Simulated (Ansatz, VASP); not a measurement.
Two plane-wave programs on BaTiO3

INCAR

```
ALGO     = Normal         # electronic algorithm
EDIFF    = 1E-6           # SCF threshold, eV
ENCUT    = 520            # plane-wave cutoff, eV
GGA      = PE             # functional
ISIF     = 2              # what is computed and relaxed
ISMEAR   = 1              # smearing method
ISPIN    = 2              # spin polarisation
LASPH    = True           # aspherical terms in the spheres
LCHARG   = False          # write CHGCAR
LMAXMIX  = 4              # l up to which the mixer works
LORBIT   = 11             # projections on sites
LREAL    = False          # projectors in reciprocal space
LWAVE    = False          # write WAVECAR
MAGMOM   = 0 0 0 0 0 0 0 0 0 0 # initial moments
NBANDS   = 55             # bands
NELM     = 150            # most SCF steps
PREC     = Accurate       # precision mode
SIGMA    = 0.0278         # smearing width, eV
```

The input KPOINTS:

```
k-points
0
Gamma
  4 4 6
```

File POSCAR:

```
BaTiO3
1.0
   -3.9636749800     -3.9636749800      0.0000000000
   -3.9636749800      3.9636749800      0.0000000000
    0.0000000000      0.0000000000     -3.9817106000
Ba Ti O
2 2 6
Direct
    0.0000000000      0.0000000000      0.0000000000
    0.5000000000      0.5000000000      0.0000000000
    0.0000000000      0.5000000000      0.5100000000
    0.5000000000      0.0000000000      0.5100000000
    0.0000000000      0.5000000000      0.9810000000
    0.5000000000      0.0000000000      0.9810000000
    0.7500000000      0.7500000000      0.4830000000
    0.2500000000      0.2500000000      0.4830000000
    0.7500000000      0.2500000000      0.4830000000
    0.2500000000      0.7500000000      0.4830000000
```

Input for Ansatz:

```yaml
crystal:
  lattice:
    - [3.96367498, 3.96367498, 0.0]
    - [3.96367498, -3.96367498, 0.0]
    - [0.0, 0.0, 3.9817106]
  atoms:
    - { symbol: Ba, position: [0.0, 0.0, 0.0] }
    - { symbol: Ba, position: [0.5, 0.5, 0.0] }
    - { symbol: Ti, position: [0.0, 0.5, 0.49] }
    - { symbol: Ti, position: [0.5, 0.0, 0.49] }
    - { symbol: O, position: [0.0, 0.5, 0.019] }
    - { symbol: O, position: [0.5, 0.0, 0.019] }
    - { symbol: O, position: [0.25, 0.25, 0.517] }
    - { symbol: O, position: [0.75, 0.75, 0.517] }
    - { symbol: O, position: [0.25, 0.75, 0.517] }
    - { symbol: O, position: [0.75, 0.25, 0.517] }
kpoints:
  mp_grid: { grid: [4, 4, 6], shift: [0, 0, 0] }
  band_path:
    path:
      - [0.0, 0.0, 0.0]
      - [0.5, -0.5, 0.0]
      - [1.0, 0.0, 0.0]
      - [0.0, 0.0, 0.0]
      - [0.0, 0.0, 0.5]
      - [0.5, -0.5, 0.5]
      - [1.0, 0.0, 0.5]
      - [0.0, 0.0, 0.5]
      - [0.5, -0.5, 0.0]
      - [0.5, -0.5, 0.5]
      - [1.0, 0.0, 0.0]
    npoints: 6
magnetization:
  spin_polarized: true
scf:
  occupations: { method: methfessel_paxton, width: 0.0278 }
  lower_state_search: "off"
  max_iter: 200
hamiltonian:
  pseudopotentials: { kind: paw }
  xc: pbe
basis:
  ecutwfc: 420
  fft_grid_basis: typed
output:
  forces: true
  stress: true
  eigenvalues: true
  bader: true
  populations: true
  elf: true
  write_potential: true
  volumetric_format: npy
  dos:
    e_range: [-12, 8]
    de: 0.05
    projected: { site_lists: { Ba: [Ba], O: [O], Ti: [Ti] } }
checkpoint:
  read: saved_state
```

Alike in both runs: task single point; functional PBE; k mesh 4 × 4 × 6; occupations methfessel-paxton of order 1, width 0.0278 eV; collinear spin.

|  | VASP | Ansatz |
| --- | --- | --- |
| version | VASP 6.6.1 | Ansatz 0.2.0 |
| potentials or method | VASP PAW PBE potentials, release 64 (Ba_sv, Ti_sv, O), cutoff 520 eV | PAW plane waves |
| valence electrons in the cell | 80 | 80 |

VASP gave:

```
gap on the k mesh at the Fermi level (eV) : 1.82
pressure (GPa)                            : 9.4
rms of the force components (eV/Å)        : 0.055
net moment per atom (μB)                  : 0.00
```

Which values does Ansatz return?

gap on the k mesh at the Fermi level (eV): 1.89; pressure (GPa): 7.4; rms of the force components (eV/Å): 0.052; net moment per atom (μB): 0.00.

With one functional, cell and mesh, what is left measures potentials, basis and numerics. Ansatz's warnings: no starting moments, stability check not made.

Spin-orbit coupling is off throughout.
